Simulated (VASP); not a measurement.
# Pd (P6_3/mmc) in VASP: a series of runs

Pd is run at these levels: LDA; tasks: single point, relaxation of cell and atoms.

Program: VASP 6.6.1. These are calculated values, not measurements. Logs are shortened: lines on timing, memory, paths and dates and some standing lists are left out, and cuts for length are marked.

## (1) The cell of the first run

It takes space group P6_3/mmc (No. 194, hexagonal). The conventional cell has a = 2.685 Å, b = 2.685 Å, c = 4.548 Å, α = 90.00°, β = 90.00°, γ = 120.00°. Within 3.5 Å of Pd (site symmetry -6m2) lie 12 Pd at 2.69 to 2.75 Å.

## (2) Single point, LDA

File INCAR:

```
SYSTEM = Pd
PREC = Accurate
ENCUT = 520
EDIFF = 1E-6
ISMEAR = 1
SIGMA = 0.1
LREAL = .False.
LASPH = .True.
NELM = 100
ALGO = Normal
ISIF = 2
LWAVE = .False.
LCHARG = .False.
GGA = CA
NBANDS = 17
```

File KPOINTS:

```
regular mesh
0
Gamma
  9 9 5
  0 0 0
```

File POSCAR:

```
Pd
1.0
    2.6854691131      0.0000000000      0.0000000000
   -1.3427345565      2.3256844730      0.0000000000
    0.0000000000      0.0000000000      4.5475575791
Pd
2
Direct
    0.3333333333      0.6666666667      0.2500000000
    0.6666666667      0.3333333333      0.7500000000
```

Potentials or basis: VASP PAW LDA potentials, release 64 (Pd).

Launch:

```bash
> cat potpaw_LDA.64/Pd/POTCAR > POTCAR
> mpirun -np 1 vasp_std > vasp.out
```

OUTCAR:

```text
SYSTEM = Pd
   PREC = Accurate
   ENCUT = 520
   EDIFF = 1E-6
   ISMEAR = 1
   LREAL = .False.
   LASPH = .True.
   NELM = 100
   ISIF = 2
   GGA = CA

 ion  position               nearest neighbor table
   1  0.333  0.667  0.250-   2 2.75   2 2.75   2 2.75   2 2.75   2 2.75   2 2.75
   2  0.667  0.333  0.750-   1 2.75   1 2.75   1 2.75   1 2.75   1 2.75   1 2.75

  LATTYP: Found a hexagonal cell.
 ALAT       =     2.6854691131
 C/A-ratio  =     1.6933941101

  Lattice vectors:

 A1 = (   2.6854691131,   0.0000000000,   0.0000000000)
 A2 = (  -1.3427345565,   2.3256844730,   0.0000000000)
 A3 = (   0.0000000000,   0.0000000000,   4.5475575791)

Analysis of symmetry for initial positions (statically):
=====================================================================
 Subroutine PRICEL returns:
 Original cell was already a primitive cell.

 Routine SETGRP: Setting up the symmetry group for a
 hexagonal supercell.

 Subroutine GETGRP returns: Found 24 space group operations
 (whereof 12 operations were pure point group operations)
 out of a pool of 24 trial point group operations.

The static configuration has the point symmetry D_3d.
 The point group associated with its full space group is D_6h.

Analysis of symmetry for dynamics (positions and initial velocities):
=====================================================================
 Subroutine PRICEL returns:
 Original cell was already a primitive cell.

 Routine SETGRP: Setting up the symmetry group for a
 hexagonal supercell.

 Subroutine GETGRP returns: Found 24 space group operations
 (whereof 12 operations were pure point group operations)
 out of a pool of 24 trial point group operations.

The dynamic configuration has the point symmetry D_3d.
 The point group associated with its full space group is D_6h.

 Subroutine INISYM returns: Found 24 space group operations
 (whereof 12 operations are pure point group operations),
 and found     1 'primitive' translations

----------------------------------------------------------------------------------------

                                     Primitive cell

  volume of cell :      28.4020

  direct lattice vectors                    reciprocal lattice vectors
     2.685469113  0.000000000  0.000000000     0.372374419  0.214990471  0.000000000
    -1.342734556  2.325684473  0.000000000     0.000000000  0.429980942  0.000000000
     0.000000000  0.000000000  4.547557579     0.000000000  0.000000000  0.219898260

  length of vectors
     2.685469113  2.685469113  4.547557579     0.429980942  0.429980942  0.219898260

  position of ions in fractional coordinates (direct lattice)
     0.333333333  0.666666667  0.250000000
     0.666666667  0.333333333  0.750000000

  ion indices of the primitive-cell ions
   primitive index   ion index
                 1           1
                 2           2

----------------------------------------------------------------------------------------

 KPOINTS: regular mesh

Automatic generation of k-mesh.
 Grid dimensions read from file:
 generate k-points for:    9    9    5

 Generating k-lattice:

  Cartesian coordinates                     Fractional coordinates (reciprocal lattice)
     0.041374935  0.023887830  0.000000000     0.111111111  0.000000000  0.000000000
     0.000000000  0.047775660  0.000000000     0.000000000  0.111111111  0.000000000
     0.000000000  0.000000000  0.043979652     0.000000000  0.000000000  0.200000000

  Length of vectors
     0.047775660  0.047775660  0.043979652

  Shift w.r.t. Gamma in fractional coordinates (k-lattice)
     0.000000000  0.000000000  0.000000000

 Subroutine IBZKPT returns following result:
 ===========================================

 Found     36 irreducible k-points:

 Following reciprocal coordinates:
            Coordinates               Weight
  0.000000  0.000000  0.000000      1.000000
  0.111111 -0.000000  0.000000      6.000000
  0.222222 -0.000000  0.000000      6.000000
  0.333333 -0.000000  0.000000      6.000000
  0.444444 -0.000000  0.000000      6.000000
  0.111111  0.111111  0.000000      6.000000
[... 16 lines left out ...]
  0.333333  0.222222  0.200000     24.000000
  0.333333  0.333333  0.200000      4.000000
 [... further k-points ...]
   k-points           NKPTS =     36   k-points in BZ     NKDIM =     36   number of bands    NBANDS=     17
   number of dos      NEDOS =    301   number of ions     NIONS =      2
   total plane-waves  NPLWV =  14400
   dimension x,y,z NGX =    20 NGY =   20 NGZ =   36
   dimension x,y,z NGXF=    40 NGYF=   40 NGZF=   72
   ions per type =               2
   NGX,Y,Z   is equivalent  to a cutoff of  12.38, 12.38, 13.16 a.u.
   NGXF,Y,Z  is equivalent  to a cutoff of  24.76, 24.76, 26.32 a.u.
 SYSTEM =  Pd
   PREC   = accura    normal or accurate (medium, high low for compatibility)
   ISTART =      0    job   : 0-new  1-cont  2-samecut
   ICHARG =      2    charge: 1-file 2-atom 10-const
   ISPIN  =      1    spin polarized calculation?
   LNONCOLLINEAR =      F non collinear calculations
   LSORBIT =      F    spin-orbit coupling
   LASPH  =      T    aspherical Exc in radial PAW
   ENCUT  =  520.0 eV  38.22 Ry    6.18 a.u.   4.99  4.99  8.46*2*pi/ulx,y,z
   NELM   =    100;   NELMIN=  2; NELMDL= -5     # of ELM steps
   EDIFF  = 0.1E-05   stopping-criterion for ELM
   LREAL  =      F    real-space projection
   EDIFFG = 0.1E-04   stopping-criterion for IOM
   NSW    =      0    number of steps for IOM
   IBRION =     -1    ionic relax: 0-MD 1-quasi-New 2-CG
   NFREE  =      0    steps in history (QN), initial steepest desc. (CG)
   ISIF   =      2    stress and relaxation
   ISYM   =      2    0-nonsym 1-usesym 2-fastsym
   POTIM  = 0.5000    time-step for ionic-motion
   TEBEG  =    0.0;   TEEND  =   0.0 temperature during run
   PSTRESS=    0.0 pullay stress
   NELECT =      20.0000    total number of electrons
   NUPDOWN=      -1.0000    fix difference up-down
   EMIN   =  10.00;   EMAX   =-10.00  energy-range for DOS
   EFERMI =   0.00;   METHOD = LEGACY
   ISMEAR =     1;   SIGMA  =   0.10  broadening in eV -4-tet -1-fermi 0-gaus
   EFERMI_NEDOS =   21; number of points for ismear=-14 and -15
   IALGO  =     38    algorithm
   IMIX   =      4    mixing-type and parameters
     AMIX     =   0.40;   BMIX     =  1.00
     AMIX_MAG =   1.60;   BMIX_MAG =  1.00
  volume/ion in A,a.u.               =      14.20        95.83
  Fermi-wavevector in a.u.,A,eV,Ry     =   1.456471  2.752331 28.862136  2.121307
  Thomas-Fermi vector in A             =   2.573385
   LORBIT       =      0    0 simple, 1 ext, 2 COOP (PROOUT), +10 PAW based schemes
   GGA     = CA    functional components
   LHFCALC =     F    Hartree Fock is set to
   AEXX    =    0.0000 exact exchange contribution
   IVDW    =     0    specifies the selected vdW correction
   LEPSILON=     F    determine dielectric tensor
   LRPA    =     F    only Hartree local field effects (RPA)
 non-spin polarized calculation
 Methfessel and Paxton  Order N= 1 SIGMA  =   0.10
  energy-cutoff  :      520.00
  volume of cell :       28.40
 maximum number of plane-waves:       780
 NGX is ok and might be reduce to    20
   NGX =  9   NGY =  9   NGZ = 17

 number of electron      19.9999992 magnetization

 Free energy of the ion-electron system (eV)
  ---------------------------------------------------
  ext. energy  EPLUGINS =         0.00000000
  ---------------------------------------------------
  free energy    TOTEN  =       -12.90278516 eV

  energy without entropy =      -12.89976933  energy(sigma->0) =      -12.90177988

 E-fermi :  10.2448     XC(G=0): -13.7497

 val. band max:       10.2447029699   @ k =   0.3333  -0.0000   0.0000
 cond. band min:      10.2559613993   @ k =   0.4444  -0.0000   0.2000
 fundamental gap:      0.0112584294
 Fermi energy:        10.2448000339

 k-point     1 :       0.0000    0.0000    0.0000
  band No.  band energies     occupation
      1       2.7210      2.00000
      2       4.5564      2.00000
      3       6.9650      2.00000
      4       7.2819      2.00000
      5       7.2819      2.00000
      6       7.6395      2.00000
[... 9 lines left out ...]
     16      29.9180      0.00000
     17      33.2786      0.00000

 k-point     2 :       0.1111   -0.0000    0.0000
  band No.  band energies     occupation
      1       3.1387      2.00000
      2       4.8594      2.00000
      3       6.7989      2.00000
      4       7.3736      2.00000
      5       7.5452      2.00000
      6       7.5761      2.00000
[... 9 lines left out ...]
     16      29.6684      0.00000
     17      31.1491      0.00000

 k-point     3 :       0.2222   -0.0000    0.0000
  band No.  band energies     occupation
      1       4.1870      2.00000
      2       5.3229      2.00000
      3       6.6400      2.00000
      4       6.8088      2.00000
      5       7.1566      2.00000
      6       8.0028      2.00000
[... 9 lines left out ...]
     16      28.9106      0.00000
     17      29.9057      0.00000

 k-point     4 :       0.3333   -0.0000    0.0000
  band No.  band energies     occupation
      1       4.8973      2.00000
      2       5.1598      2.00000
      3       5.7981      2.00000
      4       7.2491      2.00000
      5       7.4844      2.00000
      6       7.6448      2.00000
[... 9 lines left out ...]
     16      26.5188      0.00000
     17      27.9690      0.00000

 k-point     5 :       0.4444   -0.0000    0.0000
  band No.  band energies     occupation
      1       4.6864      2.00000
      2       5.1197      2.00000
      3       5.2740      2.00000
      4       7.4357      2.00000
      5       7.5135      2.00000
      6       7.8003      2.00000
[... 9 lines left out ...]
     16      24.3324      0.00000
     17      24.5852      0.00000

 k-point     6 :       0.1111    0.1111    0.0000
  band No.  band energies     occupation
      1       3.8985      2.00000
      2       5.3345      2.00000
      3       6.4689      2.00000
      4       7.2271      2.00000
      5       7.2887      2.00000
      6       7.6810      2.00000
[... 9 lines left out ...]
     16      29.8694      0.00000
     17      30.0191      0.00000

 k-point     7 :       0.2222    0.1111    0.0000
  band No.  band energies     occupation
      1       4.9924      2.00000
      2       5.5219      2.00000
      3       6.1926      2.00000
      4       6.4754      2.00000
      5       7.2556      2.00000
      6       7.4354      2.00000
[... 9 lines left out ...]
     16      27.6842      0.00000
     17      29.7822      0.00000

 k-point     8 :       0.3333    0.1111    0.0000
  band No.  band energies     occupation
      1       5.0891      2.00000
      2       5.4019      2.00000
      3       5.5003      2.00000
      4       7.2579      2.00000
      5       7.3865      2.00000
      6       7.6901      2.00000
[... 9 lines left out ...]
     16      25.6744      0.00000
     17      26.1947      0.00000
[... 203 lines left out ...]
      1       5.0344      2.00000
      2       5.6640      2.00000
      3       6.0620      2.00000
      4       6.5796      2.00000
      5       7.0128      2.00000
      6       7.7166      2.00000
[... 9 lines left out ...]
     16      26.9202      0.00000
     17      28.7396      0.00000

 k-point    20 :       0.3333    0.1111    0.2000
  band No.  band energies     occupation
      1       4.9800      2.00000
      2       5.2371      2.00000
      3       6.0335      2.00000
      4       6.4139      2.00000
      5       7.3751      2.00000
      6       8.0018      2.00000
[... 9 lines left out ...]
     16      24.5778      0.00000
     17      27.2072      0.00000

 k-point    21 :       0.4444    0.1111    0.2000
  band No.  band energies     occupation
      1       4.8466      2.00000
      2       5.0323      2.00000
      3       5.9642      2.00000
      4       6.4533      2.00000
      5       7.2416      2.00000
      6       8.2640      2.00000
[... 9 lines left out ...]
     16      25.2283      0.00000
     17      25.2607      0.00000

 k-point    22 :       0.2222    0.2222    0.2000
  band No.  band energies     occupation
      1       5.5369      2.00000
      2       5.7220      2.00000
      3       6.0206      2.00000
      4       6.3208      2.00000
      5       7.4013      2.00000
      6       7.4188      2.00000
[... 9 lines left out ...]
     16      25.7909      0.00000
     17      26.0711      0.00000

 k-point    23 :       0.3333    0.2222    0.2000
  band No.  band energies     occupation
      1       5.3149      2.00000
      2       5.7690      2.00000
      3       6.1693      2.00000
      4       6.4346      2.00000
      5       7.0261      2.00000
      6       7.7453      2.00000
[... 9 lines left out ...]
     16      24.6416      0.00000
     17      25.3128      0.00000

 k-point    24 :       0.3333    0.3333    0.2000
  band No.  band energies     occupation
      1       5.6008      2.00000
      2       6.0842      2.00000
      3       6.0842      2.00000
      4       6.5837      2.00000
      5       7.1589      2.00000
      6       7.1589      2.00000
[... 9 lines left out ...]
     16      21.9025      0.00000
     17      27.0443      0.00000

 [... further k-points ...]
[... 5 lines left out ...]
  --------------------------------------------------------------------------------------
  -------------------------------------------------------------------------------------
  Total        0.0684092      0.0684092      0.0093881      0.0000000     -0.0000000      0.0000000
  in kB        3.8590115      3.8590115      0.5295875      0.0000000     -0.0000000      0.0000000
  external PRESSURE =       2.7492035 kB  Pullay stress =       0.0000000 kB

 VOLUME and BASIS-vectors are now :
 -----------------------------------------------------------------------------
  energy-cutoff  :      520.00
  volume of cell :       28.40
      direct lattice vectors                 reciprocal lattice vectors
     2.685469113  0.000000000  0.000000000     0.372374419  0.214990471  0.000000000
    -1.342734556  2.325684473  0.000000000     0.000000000  0.429980942  0.000000000
     0.000000000  0.000000000  4.547557579     0.000000000  0.000000000  0.219898260

 POSITION                                       TOTAL-FORCE (eV/Angst)
 -----------------------------------------------------------------------------------
     -0.00000      1.55046      1.13689        -0.000000      0.000000      0.000000
      1.34273      0.77523      3.41067         0.000000     -0.000000      0.000000
 -----------------------------------------------------------------------------------
    total drift:                               -0.000000      0.000000     -0.000000

  FREE ENERGIE OF THE ION-ELECTRON SYSTEM (eV)
  ---------------------------------------------------
  free  energy   TOTEN  =       -12.9027851595 eV

  energy  without entropy=      -12.8997693268  energy(sigma->0) =      -12.90177988
```

Run time: 8.5 s. Hardware: 1 thread of Intel Xeon Platinum 8124M at 3.00GHz (Skylake/Cascade Lake), shared host; peak memory 0.14 GiB.

What came out:

```
Free energy            : -12.9028 eV
Pressure               : 0.3 GPa
Band gap on the k mesh : zero (band 10 reaches 10.43 eV, above the bottom of band 11 at 9.68 eV)
```

(Part 1 of 2 ends here.)
